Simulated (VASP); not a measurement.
Crystal: ScSbSe3.

```
CELL_PARAMETERS angstrom
5.99981 0.00000 0.00000
-2.99991 5.19599 0.00000
0.00000 0.00000 4.93093
ATOMIC_POSITIONS crystal
Sc 0.00000 0.00000 0.50000
Sb 0.00000 0.00000 0.00000
Se 0.50000 0.00000 0.50000
Se 0.00000 0.50000 0.50000
Se 0.50000 0.50000 0.50000
```

The cell was generated, and may not be a known phase.

* Program: VASP 6.6.1
* Task: relaxation of cell and atoms
* Functional: PBE
* Potentials or basis: VASP PAW PBE potentials, release 64 (Sc_sv, Sb, Se)
* Cutoff: 600 eV
* k mesh: 3 × 3 × 4
* Occupations: gaussian, width 0.1 eV
* Spin: no spin polarisation

At the start: pressure 1.6 GPa; volume 30.74 Å³/atom.

Task: Where does the relaxation end?

Result: Over 3 steps the energy falls by 298.3 meV/atom and the volume is 31.68 Å³/atom (+3.0 %); space group P6/mmm (No. 191, to 0.1 Å) before and after.

The path:
```
step  energy change (eV)  largest force (eV/Å)  pressure (GPa)  volume (Å³)
   1              0.0000                0.0000            1.65       153.72
   2             -1.4907                0.0000           -0.08       158.48
   3             -1.4916                0.0000           -0.13       158.40
```

Final structure:
```
Sc Sb Se
1.0
     5.66201    0.00000    0.00000
    -2.83101    4.90345    0.00000
     0.00000    0.00000    5.70540
Sc Sb Se
1 1 3
Direct
  0.00000 0.00000 0.50000
  0.00000 0.00000 0.00000
  0.50000 0.00000 0.50000
  0.00000 0.50000 0.50000
  0.50000 0.50000 0.50000
```

Caveat: the k points lie up to 0.43 Å⁻¹ apart in the final cell, too coarse for converged energies and pressures of a metal; a cell axis changed by over 15 % at a fixed basis, so the end point is rough.
